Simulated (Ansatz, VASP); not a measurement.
# Two plane-wave programs on AlN

Contents of INCAR:

```
PREC = Accurate ; ENCUT = 600
EDIFF = 1E-6 ; ISMEAR = 0
SIGMA = 0.01 ; LREAL = False
LASPH = True ; NELM = 120
ALGO = Normal ; ISIF = 2
LWAVE = False ; LCHARG = False
GGA = CA ; NBANDS = 11
GGA_COMPAT = False
```

The input KPOINTS:

```
Automatic mesh
0
Gamma
  10 10 10
```

Contents of POSCAR:

```
AlN
1.0
    0.0000000000      1.9454430971      1.9454430971
    1.9454430971      0.0000000000      1.9454430971
    1.9454430971      1.9454430971      0.0000000000
Al N
1 1
Direct
    0.0000000000      0.0000000000      0.0000000000
    0.5000000000      0.5000000000      0.5000000000
```

Input for Ansatz:

```yaml
crystal:
  lattice:
    - [0.0, 1.9454430971, 1.9454430971]
    - [1.9454430971, 0.0, 1.9454430971]
    - [1.9454430971, 1.9454430971, 0.0]
  atoms:
    - { symbol: Al, position: [0.0, 0.0, 0.0] }
    - { symbol: "N", position: [0.5, 0.5, 0.5] }
scf:
  occupations: { method: fixed }
output:
  forces: true
  stress: true
  eigenvalues: true
hamiltonian:
  xc: lda
basis:
  ecutwfc: 520
kpoints:
  mp_grid: { grid: [10, 10, 10] }
```

Alike in both runs: task single point; functional LDA; k mesh 10 × 10 × 10; no spin polarisation.

```csv
,VASP,Ansatz
version,VASP 6.6.1,Ansatz 0.2.0
potentials or method,"VASP PAW LDA potentials, release 64 (Al, N), cutoff 600 eV","scalar-relativistic, plane waves, PAW"
occupations,"gaussian, width 0.01 eV",fixed
valence electrons in the cell,8,8
```

VASP gave:

* gap on the k mesh at the Fermi level (eV): 4.96
* least direct gap on the mesh (eV): 7.54

Task: What did Ansatz give for the same quantities?

Result: gap on the k mesh at the Fermi level (eV): 4.96; least direct gap on the mesh (eV): 7.51.

LDA's correlation is that of Perdew and Zunger in VASP and of Perdew and Wang (1992) in Ansatz.
